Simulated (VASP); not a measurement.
# AgCl (Cmcm) in VASP: electric field gradients with PBE

Aim: the electric field gradients of AgCl with PBE.

Program: VASP 6.6.1. These are calculated values, not measurements. Logs are shortened: lines on timing, memory, paths and dates and some standing lists are left out, and cuts for length are marked.

**1. The cell of the first run**

The structure is orthorhombic, space group Cmcm (No. 63). The conventional cell has a = 3.337 Å, b = 9.907 Å, c = 4.095 Å, α = 90.00°, β = 90.00°, γ = 90.00°. Ag (site symmetry m2m) has 7 Cl at 2.62 to 2.87 Å and 4 Ag at 2.83 to 3.34 Å within 3.5 Å. Within 3.5 Å of Cl (site symmetry m2m) lie 7 Ag at 2.62 to 2.87 Å and 8 Cl at 3.34 to 3.46 Å.

**2. Electric field gradients, PBE**

The input, INCAR:

```
PREC = Accurate ; ENCUT = 520
EDIFF = 1E-8 ; ISMEAR = 0
SIGMA = 0.01 ; LREAL = Auto
LASPH = T ; NELM = 100
ALGO = Normal ; ISIF = 2
LWAVE = F ; LCHARG = F
GGA = PE ; LEFG = T
NBANDS = 126
```

The input, KPOINTS:

```
regular mesh
0
Gamma
  4 4 3
```

The input, POSCAR:

```
AgCl
1.0
    5.0055000000     -4.9535000000      0.0000000000
    0.0000000000      9.9070000000      0.0000000000
    0.0000000000      0.0000000000      8.1900000000
Ag Cl
12 12
Direct
    0.3333333333      0.0679683983      0.1250000000
    0.3333333333      0.0679683983      0.6250000000
    0.6666666667      0.7346350649      0.1250000000
    0.6666666667      0.7346350649      0.6250000000
    0.0000000000      0.4013017316      0.1250000000
    0.0000000000      0.4013017316      0.6250000000
    0.3333333333      0.2653649351      0.3750000000
    0.3333333333      0.2653649351      0.8750000000
    0.6666666667      0.9320316017      0.3750000000
    0.6666666667      0.9320316017      0.8750000000
    0.0000000000      0.5986982684      0.3750000000
    0.0000000000      0.5986982684      0.8750000000
    0.3333333333      0.8037109987      0.1250000000
    0.3333333333      0.8037109987      0.6250000000
    0.6666666667      0.4703776653      0.1250000000
    0.6666666667      0.4703776653      0.6250000000
    0.0000000000      0.1370443320      0.1250000000
    0.0000000000      0.1370443320      0.6250000000
    0.3333333333      0.5296223347      0.3750000000
    0.3333333333      0.5296223347      0.8750000000
    0.6666666667      0.1962890013      0.3750000000
    0.6666666667      0.1962890013      0.8750000000
    0.0000000000      0.8629556680      0.3750000000
    0.0000000000      0.8629556680      0.8750000000
```

Potentials or basis: VASP PAW PBE potentials, release 64 (Ag, Cl).

Run with:

```sh
$ cat potpaw_PBE.64/Ag/POTCAR potpaw_PBE.64/Cl/POTCAR > POTCAR
$ mpirun -np 1 vasp_std > vasp.out
```

OUTCAR:

```text
PREC = Accurate
   ENCUT = 520
   EDIFF = 1E-8
   ISMEAR = 0
   LREAL = Auto
   LASPH = T
   NELM = 100
   ISIF = 2
   GGA = PE

 ion  position               nearest neighbor table
   1  0.333  0.068  0.125-  13 2.62  23 2.67  24 2.67  21 2.67  22 2.67   8 2.83   7 2.83  15 2.87
                            17 2.87   3 3.34   5 3.34
   2  0.333  0.068  0.625-  14 2.62  23 2.67  24 2.67  21 2.67  22 2.67   8 2.83   7 2.83  16 2.87
                            18 2.87   4 3.34   6 3.34
   3  0.667  0.735  0.125-  15 2.62  23 2.67  24 2.67  19 2.67  20 2.67  10 2.83   9 2.83  17 2.87
                            13 2.87   1 3.34   5 3.34
   4  0.667  0.735  0.625-  16 2.62  23 2.67  24 2.67  19 2.67  20 2.67  10 2.83   9 2.83  18 2.87
                            14 2.87   2 3.34   6 3.34
   5  0.000  0.401  0.125-  17 2.62  19 2.67  20 2.67  21 2.67  22 2.67  12 2.83  11 2.83  15 2.87
                            13 2.87   3 3.34   1 3.34
   6  0.000  0.401  0.625-  18 2.62  19 2.67  20 2.67  21 2.67  22 2.67  12 2.83  11 2.83  16 2.87
                            14 2.87   4 3.34   2 3.34
   7  0.333  0.265  0.375-  19 2.62  18 2.67  17 2.67  16 2.67  15 2.67   2 2.83   1 2.83  23 2.87
                            21 2.87   9 3.34  11 3.34
   8  0.333  0.265  0.875-  20 2.62  18 2.67  17 2.67  16 2.67  15 2.67   2 2.83   1 2.83  24 2.87
                            22 2.87  10 3.34  12 3.34
   9  0.667  0.932  0.375-  21 2.62  18 2.67  17 2.67  14 2.67  13 2.67   4 2.83   3 2.83  19 2.87
[... 27 lines left out ...]
 A1 = (   5.0055000000,   4.9535000000,   0.0000000000)
 A2 = (  -5.0055000000,   4.9535000000,   0.0000000000)
 A3 = (   0.0000000000,   0.0000000000,   8.1900000000)

Analysis of symmetry for initial positions (statically):
=====================================================================
 Subroutine PRICEL returns following result:

  LATTYP: Found a base centered orthorhombic cell.
 ALAT       =     3.3369999997
 B/A-ratio  =     2.9688342826
 C/A-ratio  =     1.2271501350

  Lattice vectors:

 A1 = (  -1.6684999998,   4.9534999995,   0.0000000000)
 A2 = (  -1.6684999998,  -4.9535000005,   0.0000000000)
 A3 = (   0.0000000000,   0.0000000000,   4.0950000000)

   6 primitive cells build up your supercell.

 Routine SETGRP: Setting up the symmetry group for a
 base centered orthorhombic supercell.

 Subroutine GETGRP returns: Found  8 space group operations
 (whereof  4 operations were pure point group operations)
 out of a pool of  8 trial point group operations.

The static configuration has the point symmetry C_2h.
 The point group associated with its full space group is D_2h.

Analysis of symmetry for dynamics (positions and initial velocities):
=====================================================================
 Subroutine PRICEL returns following result:

  LATTYP: Found a base centered orthorhombic cell.
 ALAT       =     3.3369999997
 B/A-ratio  =     2.9688342826
 C/A-ratio  =     1.2271501350

  Lattice vectors:

 A1 = (  -1.6684999998,   4.9534999995,   0.0000000000)
 A2 = (  -1.6684999998,  -4.9535000005,   0.0000000000)
 A3 = (   0.0000000000,   0.0000000000,   4.0950000000)

   6 primitive cells build up your supercell.

 Routine SETGRP: Setting up the symmetry group for a
 base centered orthorhombic supercell.

 Subroutine GETGRP returns: Found  8 space group operations
 (whereof  4 operations were pure point group operations)
 out of a pool of  8 trial point group operations.

The dynamic configuration has the point symmetry C_2h.
 The point group associated with its full space group is D_2h.

 Subroutine INISYM returns: Found  8 space group operations
 (whereof  4 operations are pure point group operations),
 and found     6 'primitive' translations

----------------------------------------------------------------------------------------

                                     Primitive cell

  volume of cell :      67.6897

  direct lattice vectors                    reciprocal lattice vectors
    -1.668500000  4.953500000  0.000000000    -0.299670363  0.100938730  0.000000000
    -1.668500000 -4.953500000  0.000000000    -0.299670363 -0.100938730  0.000000000
     0.000000000  0.000000000  4.095000000     0.000000000  0.000000000  0.244200244

  length of vectors
[... 88 lines left out ...]
   EMIN   =  10.00;   EMAX   =-10.00  energy-range for DOS
   EFERMI =   0.00;   METHOD = LEGACY
   ISMEAR =     0;   SIGMA  =   0.01  broadening in eV -4-tet -1-fermi 0-gaus
   EFERMI_NEDOS =   21; number of points for ismear=-14 and -15
   IALGO  =     38    algorithm
   IMIX   =      4    mixing-type and parameters
     AMIX     =   0.40;   BMIX     =  1.00
     AMIX_MAG =   1.60;   BMIX_MAG =  1.00
  volume/ion in A,a.u.               =      16.92       114.20
  Fermi-wavevector in a.u.,A,eV,Ry     =   1.326381  2.506496 23.936541  1.759286
  Thomas-Fermi vector in A             =   2.455772
   LORBIT       =      0    0 simple, 1 ext, 2 COOP (PROOUT), +10 PAW based schemes
   GGA     = PE    functional components
   LHFCALC =     F    Hartree Fock is set to
   AEXX    =    0.0000 exact exchange contribution
   IVDW    =     0    specifies the selected vdW correction
   LEPSILON=     F    determine dielectric tensor
   LRPA    =     F    only Hartree local field effects (RPA)
 non-spin polarized calculation
 Gauss-broadening in eV      SIGMA  =   0.01
  energy-cutoff  :      520.00
  volume of cell :      406.14
 maximum number of plane-waves:     10996
 NGX is ok and might be reduce to    54
   NGX = 27   NGY = 37   NGZ = 31

 number of electron     216.0000002 magnetization

 Free energy of the ion-electron system (eV)
  ---------------------------------------------------
  ext. energy  EPLUGINS =         0.00000000
  ---------------------------------------------------
  free energy    TOTEN  =       -59.86904654 eV

  energy without entropy =      -59.86904654  energy(sigma->0) =      -59.86904654

 E-fermi :   6.6428     XC(G=0): -11.2984

 val. band max:        6.5843745630   @ k =   0.2500   0.0000   0.0000
 cond. band min:       7.3092162748   @ k =   0.0000   0.0000   0.0000
 fundamental gap:      0.7248417118
 Fermi energy:         6.6427607698

 k-point     1 :       0.0000    0.0000    0.0000
  band No.  band energies     occupation
      1      -9.5969      2.00000
      2      -8.9334      2.00000
      3      -8.9334      2.00000
      4      -8.7082      2.00000
      5      -8.7082      2.00000
      6      -8.6563      2.00000
[... 1711 lines left out ...]
    119      11.3729      0.00000
    120      11.9588      0.00000
 [bands above 120 left out]

------------------------ aborting loop because EDIFF is reached ----------------------------------------

  FORCE on cell =-STRESS in cart. coord.  units (eV):
  Direction    XX          YY          ZZ          XY          YZ          ZX
  --------------------------------------------------------------------------------------
  -------------------------------------------------------------------------------------
  Total       41.3341752     40.7417887     40.3240988      0.0000000      0.0000000      0.0000000
  in kB      163.0595831    160.7226722    159.0749230      0.0000000      0.0000000      0.0000000
  external PRESSURE =     160.9523928 kB  Pullay stress =       0.0000000 kB

 VOLUME and BASIS-vectors are now :
 -----------------------------------------------------------------------------
  energy-cutoff  :      520.00
  volume of cell :      406.14
      direct lattice vectors                 reciprocal lattice vectors
     5.005500000 -4.953500000  0.000000000     0.199780242  0.000000000  0.000000000
     0.000000000  9.907000000  0.000000000     0.099890121  0.100938730  0.000000000
     0.000000000  0.000000000  8.190000000     0.000000000  0.000000000  0.122100122

 POSITION                                       TOTAL-FORCE (eV/Angst)
 -----------------------------------------------------------------------------------
      1.66850     -0.97780      1.02375         0.000000      0.000663      0.000000
      1.66850     -0.97780      5.11875        -0.000000      0.000663      0.000000
      3.33700      3.97570      1.02375         0.000000      0.000663      0.000000
      3.33700      3.97570      5.11875        -0.000000      0.000663      0.000000
      0.00000      3.97570      1.02375        -0.000000      0.000663      0.000000
      0.00000      3.97570      5.11875        -0.000000      0.000663      0.000000
[... 16 lines left out ...]
      0.00000      8.54930      3.07125        -0.000000      0.003210     -0.000000
      0.00000      8.54930      7.16625         0.000000      0.003210     -0.000000
 -----------------------------------------------------------------------------------
    total drift:                                0.000000     -0.000000     -0.000000

  FREE ENERGIE OF THE ION-ELECTRON SYSTEM (eV)
  ---------------------------------------------------
  free  energy   TOTEN  =       -59.8690465385 eV

  energy  without entropy=      -59.8690465385  energy(sigma->0) =      -59.86904654

 Electric field gradients (V/A^2)
---------------------------------------------------------------------
 ion       V_xx      V_yy      V_zz      V_xy      V_xz      V_yz
---------------------------------------------------------------------
   1      14.316     6.470   -20.786    -0.000     0.000    -0.000
   2      14.316     6.470   -20.786    -0.000     0.000    -0.000
   3      14.318     6.469   -20.787     0.001     0.000     0.000
   4      14.318     6.469   -20.787     0.001     0.000     0.000
   5      14.317     6.469   -20.786     0.000    -0.000     0.000
   6      14.317     6.469   -20.786     0.000    -0.000     0.000
[... 16 lines left out ...]
  23     -13.713    -9.150    22.863     0.000    -0.000     0.000
  24     -13.713    -9.150    22.863     0.000    -0.000     0.000
---------------------------------------------------------------------

 Electric field gradients after diagonalization (V/A^2)
 (convention: |V_zz| > |V_xx| > |V_yy|)
----------------------------------------------------------------------
 ion       V_xx      V_yy      V_zz     asymmetry (V_yy - V_xx)/ V_zz
----------------------------------------------------------------------
   1      14.316     6.470   -20.786       0.378
   2      14.316     6.470   -20.786       0.378
   3      14.318     6.469   -20.787       0.378
   4      14.318     6.469   -20.787       0.378
   5      14.317     6.469   -20.786       0.378
   6      14.317     6.469   -20.786       0.378
[... 16 lines left out ...]
  23     -13.713    -9.150    22.863       0.200
  24     -13.713    -9.150    22.863       0.200
----------------------------------------------------------------------

           NMR quadrupolar parameters

 Cq : quadrupolar parameter    Cq=e*Q*V_zz/h
 eta: asymmetry parameters     (V_yy - V_xx)/ V_zz
 Q  : nuclear electric quadrupole moment in mb (millibarn)
----------------------------------------------------------------------
 ion       Cq(MHz)       eta       Q (mb)
----------------------------------------------------------------------
   1      -0.050       0.378       1.000
   2      -0.050       0.378       1.000
   3      -0.050       0.378       1.000
   4      -0.050       0.378       1.000
   5      -0.050       0.378       1.000
   6      -0.050       0.378       1.000
[... 16 lines left out ...]
  23       0.055       0.200       1.000
  24       0.055       0.200       1.000
----------------------------------------------------------------------
```

It took 18 min on 1 thread of Intel Xeon Platinum 8559C (Emerald Rapids), shared host; peak memory 0.82 GiB.

Results:

| Property | Result |
| --- | --- |
| Free energy | -59.8690 eV |
| Pressure | 16.1 GPa |
| Largest force | 0.003 eV/Å |
| Band gap on the k mesh | 0.72 eV |
| Largest electric field gradient by atom | Ag -20.8; Cl +22.9 V/Å² |

Forces on the atoms (eV/Å):
```
Ag   0.000  0.001  0.000
Ag   0.000  0.001  0.000
Ag   0.000  0.001  0.000
Ag   0.000  0.001  0.000
Ag   0.000  0.001  0.000
Ag   0.000  0.001  0.000
Ag   0.000 -0.001  0.000
Ag   0.000 -0.001  0.000
Ag   0.000 -0.001  0.000
Ag   0.000 -0.001  0.000
Ag   0.000 -0.001  0.000
Ag   0.000 -0.001  0.000
Cl   0.000 -0.003  0.000
Cl   0.000 -0.003  0.000
Cl   0.000 -0.003  0.000
Cl   0.000 -0.003  0.000
Cl   0.000 -0.003  0.000
Cl   0.000 -0.003  0.000
Cl   0.000  0.003  0.000
Cl   0.000  0.003  0.000
Cl   0.000  0.003  0.000
Cl   0.000  0.003  0.000
Cl   0.000  0.003  0.000
Cl   0.000  0.003  0.000
```

Stress tensor (GPa, compression positive):
```
16.31  0.00  0.00
 0.00 16.07  0.00
 0.00  0.00 15.91
```

Levels at points of the mesh, in eV from the valence-band top:
| k point | band 106 | band 107 | band 108 | band 109 | band 110 | band 111 |
| --- | --- | --- | --- | --- | --- | --- |
| (0.00, 0.00, 0.00) | -0.35 | -0.22 | -0.22 | 0.72 | 2.81 | 3.22 |
| (0.50, 0.00, 0.00) | -0.40 | -0.36 | -0.36 | 3.16 | 3.50 | 3.50 |
| (0.00, 0.50, 0.00) | -0.66 | -0.05 | -0.01 | 2.57 | 2.57 | 3.36 |

Electric field gradients, principal values (V/Å²):
| atom | least | middle | greatest (by size) |
| --- | --- | --- | --- |
| 1 Ag | 6.470 | 14.316 | -20.786 |
| 2 Ag | 6.470 | 14.316 | -20.786 |
| 3 Ag | 6.469 | 14.318 | -20.787 |
| 4 Ag | 6.469 | 14.318 | -20.787 |
| 5 Ag | 6.469 | 14.317 | -20.786 |
| 6 Ag | 6.469 | 14.317 | -20.786 |
| 7 Ag | 6.469 | 14.318 | -20.787 |
| 8 Ag | 6.469 | 14.318 | -20.787 |
| 9 Ag | 6.470 | 14.316 | -20.786 |
| 10 Ag | 6.470 | 14.316 | -20.786 |
| 11 Ag | 6.469 | 14.317 | -20.786 |
| 12 Ag | 6.469 | 14.317 | -20.786 |
| 13 Cl | -9.150 | -13.712 | 22.862 |
| 14 Cl | -9.150 | -13.712 | 22.862 |
| 15 Cl | -9.150 | -13.713 | 22.863 |
| 16 Cl | -9.150 | -13.713 | 22.863 |
| 17 Cl | -9.150 | -13.713 | 22.863 |
| 18 Cl | -9.150 | -13.713 | 22.863 |
| 19 Cl | -9.150 | -13.713 | 22.863 |
| 20 Cl | -9.150 | -13.713 | 22.863 |
| 21 Cl | -9.150 | -13.712 | 22.862 |
| 22 Cl | -9.150 | -13.712 | 22.862 |
| 23 Cl | -9.150 | -13.713 | 22.863 |
| 24 Cl | -9.150 | -13.713 | 22.863 |

Caveat: the cell stands under pressure; semilocal functionals underestimate gaps, and a narrow one can read as zero; without QUAD_EFG the Cq values of the log hold for a quadrupole moment of 1 mb, not for the nuclei.
